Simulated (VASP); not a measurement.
Set up this calculation in VASP 6.6.1, as the native input.

| Property | Result |
| --- | --- |
| Task | single point |
| Functional | PBEsol |
| Potentials or basis | VASP PAW PBE potentials, release 64 (Cd, S) |
| Cutoff | 520 eV |
| k mesh | 6 × 6 × 6 |
| Occupations | gaussian, width 0.01 eV |
| Spin | non-collinear spin, zero start, spin-orbit coupling |
| Starting moments | [[0.0, 0.0, 0.0], [0.0, 0.0, 0.0]] μB |
| Dipole correction | no |
| Further INCAR settings | ALGO = Normal; EDIFF = 1e-07; NBANDS = 30 |

The structure of CdS (Hawleyite) lies in POSCAR:

```
CdS
1.0
    0.0000000000      2.8977219781      2.8977219781
    2.8977219781      0.0000000000      2.8977219781
    2.8977219781      2.8977219781      0.0000000000
Cd S
1 1
Direct
    0.0000000000      0.0000000000      0.0000000000
    0.7500000000      0.7500000000      0.7500000000
```

One way to write it, as run:

INCAR

```
ALGO     = Normal         # electronic algorithm
EDIFF    = 1E-7           # SCF threshold, eV
ENCUT    = 520            # plane-wave cutoff, eV
GGA      = PS             # functional
GGA_COMPAT= F            
ISIF     = 2              # what is computed and relaxed
ISMEAR   = 0              # smearing method
LASPH    = T              # aspherical terms in the spheres
LCHARG   = T              # write CHGCAR
LORBIT   = 11             # projections on sites
LORBMOM  = T            
LREAL    = F              # projectors in reciprocal space
LSORBIT  = T              # spin-orbit coupling
LVHAR    = T            
LWAVE    = F              # write WAVECAR
MAGMOM   = 0 0 0 0 0 0    # initial moments
NBANDS   = 30             # bands
NELM     = 150            # most SCF steps
PREC     = Accurate       # precision mode
SIGMA    = 0.01           # smearing width, eV
```

KPOINTS

```
k-points
0
Gamma
  6 6 6
```

Potentials or basis: VASP PAW PBE potentials, release 64 (Cd, S).

Run with:

```bash
$ cat potpaw_PBE.64/Cd/POTCAR potpaw_PBE.64/S/POTCAR > POTCAR
$ mpirun -np 1 vasp_ncl > vasp.out
```

It gave:

- Pressure: 1.3 GPa
- Net moment: 0.00 μB per cell
- Valence electrons inside the program's atomic spheres: Cd 10.34; S 3.70

Caveat: the PAW data sets were made with another functional, which shifts forces and pressure a little.

Run time: 42 s on 1 thread of Intel(R) Xeon(R) 6975P-C (Granite Rapids) (shared host), peak memory 0.29 GiB.
